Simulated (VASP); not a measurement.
# MgO (P1) in VASP: a series of runs

The runs below take MgO through single point, with PBEsol.

Program: VASP 6.6.1. These are calculated values, not measurements. Logs are shortened: lines on timing, memory, paths and dates and some standing lists are left out, and cuts for length are marked.

### Step 1. The cell of the first run

The typed cell holds 24 atoms: a = 5.946 Å, b = 5.946 Å, c = 8.919 Å, α = 60.00°, β = 60.00°, γ = 60.00°.

### Step 2. Single point, PBEsol

Input file INCAR:

```
PREC     = Accurate       # precision mode
ENCUT    = 520            # plane-wave cutoff, eV
EDIFF    = 1E-6           # SCF threshold, eV
ISMEAR   = -1             # smearing method
SIGMA    = 0.146          # smearing width, eV
LREAL    = Auto         
LASPH    = T              # aspherical terms in the spheres
NELM     = 60             # most SCF steps
ALGO     = Normal         # electronic algorithm
ISIF     = 2              # what is computed and relaxed
LWAVE    = F              # write WAVECAR
LCHARG   = F              # write CHGCAR
GGA      = PS             # functional
NBANDS   = 66             # bands
```

Input file KPOINTS:

```
Automatic mesh
0
Gamma
  4 4 2
```

Input file POSCAR:

```
MgO
1.0
    0.0000000000      4.2043360512      4.2043360512
    4.2043360512      0.0000000000      4.2043360512
    6.3065040767      6.3065040767      0.0000000000
Mg O
12 12
Direct
   -0.0211223601     -0.0186266034      0.0039848543
   -0.0135527939     -0.0149492094      0.3207500503
   -0.0135765789      0.0023362785      0.6638085775
    0.0109825902      0.5065457361     -0.0109406890
    0.0126292236      0.4853095650      0.3300226995
   -0.0044243609      0.5507983833      0.6532548699
    0.4901631256      0.0078172866      0.0049067597
    0.4831973409     -0.0163378948      0.3326801940
    0.4437081093      0.0184490486      0.6841232397
    0.5154375087      0.5107183331      0.0006552759
    0.5374264741      0.4807756743      0.3381719054
    0.5275521445      0.5062591273      0.6626726074
    0.2287220832      0.2694193533      0.1701797838
    0.2332602551      0.2337970819      0.5260588846
    0.2309081596      0.2752766396      0.8415964591
    0.2591537610      0.7422602432      0.1744712263
    0.2764531631      0.7419811266      0.5106667594
    0.2586193127      0.7536656113      0.8262245511
    0.7528942647      0.2551990343      0.1517955889
    0.7611786882      0.2309315878      0.5002283296
    0.7850358439      0.2480687764      0.8301582678
    0.7594585592      0.7214525583      0.1625433025
    0.7563301223      0.7408703686      0.4944869554
    0.7459602329      0.7580679711      0.8357591521
```

Potentials or basis: VASP PAW PBE potentials, release 64 (Mg, O).

Launch:

```bash
> cat potpaw_PBE.64/Mg/POTCAR potpaw_PBE.64/O/POTCAR > POTCAR
> mpirun -np 1 vasp_std > vasp.out
```

OUTCAR:

```text
PREC = Accurate
   ENCUT = 520
   EDIFF = 1E-6
   ISMEAR = -1
   LREAL = Auto
   LASPH = T
   NELM = 60
   ISIF = 2
   GGA = PS

 ion  position               nearest neighbor table
   1  0.979  0.981  0.004-  21 1.94  22 2.02  18 2.09  19 2.09  16 2.26  15 2.31   4 2.80   9 2.81
                             7 2.83   2 2.86   5 2.93   8 2.94   3 2.95  10 2.97  10 3.01   7 3.13
   2  0.986  0.985  0.321-  16 1.96  23 2.00  19 2.05  20 2.18  13 2.23  17 2.43   6 2.80  11 2.83
                             5 2.86   1 2.86   7 2.92   8 2.94   8 3.00   4 3.04   5 3.10   3 3.11
   3  0.986  0.002  0.664-  20 1.98  14 2.02  24 2.04  17 2.08  21 2.10  18 2.17   6 2.71   9 2.86
                            12 2.87   5 2.93   4 2.93   1 2.95   8 2.96   7 3.00  12 3.09   9 3.09
   4  0.011  0.507  0.989-  15 1.90  22 2.00  13 2.06  18 2.08  24 2.08  19 2.14   1 2.80  10 2.88
                             7 2.91   6 2.92   3 2.93  11 2.97   5 2.98  12 2.99   2 3.04   7 3.04
   5  0.013  0.485  0.330-  13 1.92  23 2.11  16 2.12  22 2.12  20 2.13  14 2.18  11 2.80   2 2.86
                             8 2.89   3 2.93  12 2.93   1 2.93  10 2.97   4 2.98   6 3.04   8 3.06
   6  0.996  0.551  0.653-  17 2.01  23 2.03  24 2.03  14 2.17  21 2.18  15 2.18   3 2.71   2 2.80
                            12 2.88   4 2.92   9 2.94  10 2.98  11 3.04   5 3.04   9 3.05  12 3.08
   7  0.490  0.008  0.005-  16 2.09  24 2.12  15 2.12  22 2.14  13 2.14  21 2.26   1 2.83   8 2.83
                            10 2.90   4 2.91   2 2.92   9 2.98   3 3.00  12 3.01   4 3.04  10 3.05
   8  0.483  0.984  0.333-  17 1.91  13 2.11  23 2.17  22 2.18  19 2.28  14 2.28  11 2.82   7 2.83
                             5 2.89  12 2.91   1 2.94   2 2.94   3 2.96   2 3.00   5 3.06  10 3.06
   9  0.444  0.018  0.684-  14 1.88  18 1.91  15 2.08  24 2.24  20 2.25  23 2.37   1 2.81   3 2.86
[... 5 lines left out ...]
  12  0.528  0.506  0.663-  23 1.95  17 2.02  18 2.08  21 2.14  20 2.19  15 2.23   3 2.87   6 2.88
                             8 2.91   9 2.92   5 2.93  11 2.94  10 2.99   4 2.99   7 3.01   6 3.08
  13  0.229  0.269  0.170-   5 1.92   4 2.06   8 2.11   7 2.14  10 2.22   2 2.23
  14  0.233  0.234  0.526-   9 1.88   3 2.02   6 2.17   5 2.18   8 2.28  11 2.32
  15  0.231  0.275  0.842-   4 1.90   9 2.08   7 2.12   6 2.18  12 2.23   1 2.31
  16  0.259  0.742  0.174-   2 1.96  10 2.07   7 2.09   5 2.12  11 2.20   1 2.26
  17  0.276  0.742  0.511-   8 1.91   6 2.01  12 2.02   3 2.08  11 2.19   2 2.43
  18  0.259  0.754  0.826-   9 1.91  12 2.08   4 2.08   1 2.09   3 2.17  10 2.18
  19  0.753  0.255  0.152-  10 1.96   2 2.05   1 2.09  11 2.14   4 2.14   8 2.28
  20  0.761  0.231  0.500-  11 1.97   3 1.98   5 2.13   2 2.18  12 2.19   9 2.25
  21  0.785  0.248  0.830-   1 1.94   3 2.10  12 2.14   6 2.18  10 2.18   7 2.26
  22  0.759  0.721  0.163-  11 1.96   4 2.00   1 2.02   5 2.12   7 2.14   8 2.18
  23  0.756  0.741  0.494-  12 1.95   2 2.00   6 2.03   5 2.11   8 2.17   9 2.37
  24  0.746  0.758  0.836-  10 2.01   6 2.03   3 2.04   4 2.08   7 2.12   9 2.24

  LATTYP: Found a face centered orthorhombic cell.
 ALAT       =     5.9458290644
 B/A-ratio  =     1.7320508076
 C/A-ratio  =     2.4494897427

  Lattice vectors:

 A1 = (   6.3065040767,   6.3065040767,   0.0000000000)
 A2 = (   2.1021680255,   6.3065040767,  -4.2043360512)
 A3 = (   0.0000000000,   4.2043360512,   4.2043360512)

Analysis of symmetry for initial positions (statically):
=====================================================================
 Subroutine PRICEL returns:
 Original cell was already a primitive cell.

 Routine SETGRP: Setting up the symmetry group for a
 face centered orthorhombic supercell.

 Subroutine GETGRP returns: Found  1 space group operations
 (whereof  1 operations were pure point group operations)
 out of a pool of  8 trial point group operations.

The static configuration has the point symmetry C_1 .

Analysis of symmetry for dynamics (positions and initial velocities):
[... 44 lines left out ...]
   TEBEG  =    0.0;   TEEND  =   0.0 temperature during run
   PSTRESS=    0.0 pullay stress
   NELECT =      96.0000    total number of electrons
   NUPDOWN=      -1.0000    fix difference up-down
   EMIN   =  10.00;   EMAX   =-10.00  energy-range for DOS
   EFERMI =   0.00;   METHOD = LEGACY
   ISMEAR =    -1;   SIGMA  =   0.15  broadening in eV -4-tet -1-fermi 0-gaus
   EFERMI_NEDOS =   21; number of points for ismear=-14 and -15
   IALGO  =     38    algorithm
   IMIX   =      4    mixing-type and parameters
     AMIX     =   0.40;   BMIX     =  1.00
     AMIX_MAG =   1.60;   BMIX_MAG =  1.00
  volume/ion in A,a.u.               =       9.29        62.69
  Fermi-wavevector in a.u.,A,eV,Ry     =   1.236215  2.336108 20.792804  1.528228
  Thomas-Fermi vector in A             =   2.370833
   LORBIT       =      0    0 simple, 1 ext, 2 COOP (PROOUT), +10 PAW based schemes
   GGA     = PS    functional components
   LHFCALC =     F    Hartree Fock is set to
   AEXX    =    0.0000 exact exchange contribution
   IVDW    =     0    specifies the selected vdW correction
   LEPSILON=     F    determine dielectric tensor
   LRPA    =     F    only Hartree local field effects (RPA)
 non-spin polarized calculation
  energy-cutoff  :      520.00
  volume of cell :      222.95
 maximum number of plane-waves:      6024
 NGX is ok and might be reduce to    48
   NGX = 23   NGY = 23   NGZ = 33

 number of electron      96.0000000 magnetization

 Free energy of the ion-electron system (eV)
  ---------------------------------------------------
  ext. energy  EPLUGINS =         0.00000000
  ---------------------------------------------------
  free energy    TOTEN  =      -147.57088110 eV

  energy without entropy =     -147.57088056  energy(sigma->0) =     -147.57088083

 E-fermi :   5.6843     XC(G=0): -11.3239

 val. band max:        3.3863471748   @ k =   0.0000   0.0000   0.0000
 cond. band min:       7.6162606039   @ k =   0.0000   0.0000   0.0000
 fundamental gap:      4.2299134291
 Fermi energy:         5.6842636699

 k-point     1 :       0.0000    0.0000    0.0000
  band No.  band energies     occupation
      1     -14.2205      2.00000
      2     -13.4308      2.00000
      3     -13.1604      2.00000
      4     -13.0554      2.00000
      5     -12.8916      2.00000
      6     -12.8588      2.00000
[... 1249 lines left out ...]
     59      13.5309      0.00000
     60      13.6307      0.00000
 [bands above 60 left out]

------------------------ aborting loop because EDIFF is reached ----------------------------------------

  FORCE on cell =-STRESS in cart. coord.  units (eV):
  Direction    XX          YY          ZZ          XY          YZ          ZX
  --------------------------------------------------------------------------------------
  -------------------------------------------------------------------------------------
  Total        5.9813704      7.1199380      8.3452624      0.5417355     -0.7627770     -0.0114371
  in kB       42.9831027     51.1650348     59.9704160      3.8929993     -5.4814401     -0.0821889
  external PRESSURE =      51.3728512 kB  Pullay stress =       0.0000000 kB

 VOLUME and BASIS-vectors are now :
 -----------------------------------------------------------------------------
  energy-cutoff  :      520.00
  volume of cell :      222.95
      direct lattice vectors                 reciprocal lattice vectors
     0.000000000  4.204336051  4.204336051    -0.118924842  0.118924842  0.118924842
     4.204336051  0.000000000  4.204336051     0.118924842 -0.118924842  0.118924842
     6.306504077  6.306504077  0.000000000     0.079283228  0.079283228 -0.079283228

 POSITION                                       TOTAL-FORCE (eV/Angst)
 -----------------------------------------------------------------------------------
      4.15115      4.14066      8.24155         0.347858      0.549668      1.614908
      6.16430      6.17017      8.28884         1.186589      0.267138      0.855083
      4.19613      8.33357      4.15708         0.452900      0.728183      0.654995
      8.36720      6.28368      2.17586         0.071498      0.107585     -0.426251
      4.12169      2.13439      2.09350         0.823532      0.755057     -0.058051
      6.43550      8.30549      6.50148        -1.070753      1.274399     -1.481642
[... 16 lines left out ...]
      6.23335      6.29835      6.29473         0.001706     -0.237157      0.761665
      8.45789      8.40699      6.32344         0.294190     -0.600087      0.302409
 -----------------------------------------------------------------------------------
    total drift:                               -0.001654      0.011657      0.000203

  FREE ENERGIE OF THE ION-ELECTRON SYSTEM (eV)
  ---------------------------------------------------
  free  energy   TOTEN  =      -147.5708811021 eV

  energy  without entropy=     -147.5708805627  energy(sigma->0) =     -147.57088083
```

Wall time 5.3 min (1 thread of Intel Xeon 6975P-C (Granite Rapids), shared host); peak memory 0.49 GiB.

What came out:

- Free energy: -147.5709 eV
- Pressure: 5.1 GPa
- Largest force: 2.682 eV/Å
- Band gap on the k mesh: 4.23 eV

Forces on the atoms (eV/Å):
```
Mg   0.348  0.550  1.615
Mg   1.187  0.267  0.855
Mg   0.453  0.728  0.655
Mg   0.071  0.108 -0.426
Mg   0.824  0.755 -0.058
Mg  -1.071  1.274 -1.482
Mg  -0.264 -0.637  0.182
Mg   0.988  0.416  1.400
Mg  -0.159  1.116  1.656
Mg  -0.482 -0.606 -0.613
Mg  -0.020 -1.226 -1.536
Mg   0.132  0.183 -1.350
O   -1.828  1.054 -0.013
O   -0.877 -1.865  1.716
O   -1.852  0.811  0.286
O   -0.297 -0.445 -0.132
O   -0.766 -1.379 -0.997
O    0.555  0.828 -1.110
O    0.360  1.218 -1.180
O    0.191 -0.319 -0.069
O    0.604 -1.746 -1.388
O    1.608 -0.247  0.924
O    0.002 -0.237  0.762
O    0.294 -0.600  0.302
```

Stress tensor (GPa, compression positive):
```
 4.30  0.39 -0.01
 0.39  5.12 -0.55
-0.01 -0.55  6.00
```

Levels at points of the mesh, in eV from the valence-band top:
| k point | band 44 | band 45 | band 46 | band 47 | band 48 | band 49 | band 50 | band 51 | band 52 | band 53 |
| --- | --- | --- | --- | --- | --- | --- | --- | --- | --- | --- |
| (0.00, 0.00, 0.00) | -0.63 | -0.58 | -0.21 | -0.14 | 0.00 | 4.23 | 6.95 | 7.16 | 7.28 | 7.35 |
| (0.50, 0.00, 0.00) | -0.73 | -0.64 | -0.57 | -0.41 | -0.36 | 6.47 | 6.55 | 7.97 | 8.13 | 8.82 |
| (0.00, 0.50, 0.00) | -0.80 | -0.71 | -0.67 | -0.34 | -0.11 | 6.41 | 6.65 | 8.06 | 8.14 | 8.40 |
| (0.50, 0.50, 0.00) | -0.82 | -0.64 | -0.62 | -0.56 | -0.33 | 6.86 | 6.99 | 7.43 | 7.62 | 8.73 |
| (0.00, 0.00, 0.50) | -0.74 | -0.51 | -0.45 | -0.23 | -0.10 | 5.47 | 5.78 | 7.27 | 7.30 | 8.03 |
| (0.50, 0.00, 0.50) | -0.88 | -0.68 | -0.64 | -0.50 | -0.37 | 6.77 | 6.89 | 7.84 | 8.04 | 8.52 |
| (0.00, 0.50, 0.50) | -0.86 | -0.77 | -0.66 | -0.48 | -0.21 | 6.74 | 6.99 | 7.81 | 8.00 | 8.51 |
| (0.50, 0.50, 0.50) | -0.86 | -0.62 | -0.57 | -0.53 | -0.27 | 6.47 | 6.53 | 8.31 | 8.50 | 8.66 |

Caveat: the k points lie up to 0.43 Å⁻¹ apart; the atoms stand as in a frame of molecular dynamics; the PAW data sets were made with another functional, which shifts forces and pressure a little.

[end of part 1 of 2]
